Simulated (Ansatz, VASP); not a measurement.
**One calculation of CaO, two programs**

```
Ca O
1.0
     0.00000    2.40356    2.40356
     2.40356    0.00000    2.40356
     2.40356    2.40356    0.00000
Ca O
1 1
Cartesian
  0.0000 0.0000 0.0000
  2.4036 2.4036 2.4036
```

Alike in both runs: functional r2SCAN0; k mesh 6 × 6 × 6; occupations fermi-dirac, width 0.05 eV; no spin polarisation.

|  | VASP | Ansatz |
| --- | --- | --- |
| version | VASP 6.6.1 | Ansatz 0.2.0 |
| potentials or method | VASP PAW PBE potentials, release 64 (Ca_sv, O) | Ansatz PAW |
| plane-wave cutoff (eV) | 520 | 500 |
| valence electrons in the cell | 16 | 16 |
| task | single point | projected density of states |

Ansatz gave:

| Property | Result |
| --- | --- |
| gap on the k mesh at the Fermi level (eV) | 6.43 |
| least direct gap on the mesh (eV) | 6.86 |
| pressure (GPa) | -2.1 |

Task: What did VASP give for the same quantities?

Result: gap on the k mesh at the Fermi level (eV): 6.42; least direct gap on the mesh (eV): 6.85; pressure (GPa): -1.1.

VASP's potentials were made for PBE, not for r2SCAN0. The functional is the same, so the differences come from potentials, cutoffs and numerics.
